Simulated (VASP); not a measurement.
Pt: single point with PBE

Pt:

```xyz
2
Lattice="2.8012 0.0000 0.0000 -1.4006 2.4259 0.0000 0.0000 0.0000 4.9151" Properties=species:S:1:pos:R:3 pbc="T T T"
Pt    1.4006    0.8086    3.6863
Pt    0.0000    1.6173    1.2288
```

This cell differs from its parent crystal: volume scaled by 1.06, then relaxed in part.

```yaml
Program: VASP 6.6.1
Task: single point
Functional: PBE
Potentials_or_basis: VASP PAW PBE potentials, release 64 (Pt)
Cutoff: 520 eV
k_mesh: 18 × 18 × 10
Occupations: gaussian, width 0.1 eV
Spin: no spin polarisation
Dipole_correction: no
Further_INCAR_settings: ALGO = Normal; EDIFF = 1e-06; NBANDS = 17
```

```
Pressure               : -12.3 GPa
Band gap on the k mesh : zero (band 10 reaches 9.85 eV, above the bottom of band 11 at 8.68 eV)
```

Stress tensor (GPa, compression positive):
```
-12.18   0.00   0.00
  0.00 -12.18   0.00
  0.00   0.00 -12.40
```

Levels at points of the mesh, in eV from the Fermi level:
```csv
k point,band 6,band 7,band 8,band 9,band 10,band 11,band 12,band 13,band 14,band 15
"(0.00, 0.00, 0.00)",-2.81,-2.81,-1.56,-1.56,-0.51,-0.19,-0.19,4.22,15.26,15.50
"(0.50, 0.00, 0.00)",-2.67,-2.26,-0.03,0.30,0.47,2.20,3.60,6.98,8.53,9.00
"(0.00, 0.00, 0.50)",-3.10,-3.10,-3.10,-0.70,-0.70,-0.70,-0.70,11.30,11.30,15.62
"(0.50, 0.00, 0.50)",-1.59,-0.71,-0.71,0.40,0.40,1.75,1.75,6.11,6.11,13.75
```

It took 30 s on 1 thread of Intel(R) Xeon(R) 6975P-C (Granite Rapids), with other jobs on the host, peak memory 0.24 GiB.

Caveat: spin-orbit coupling is left out, which moves the levels of the heavy elements.
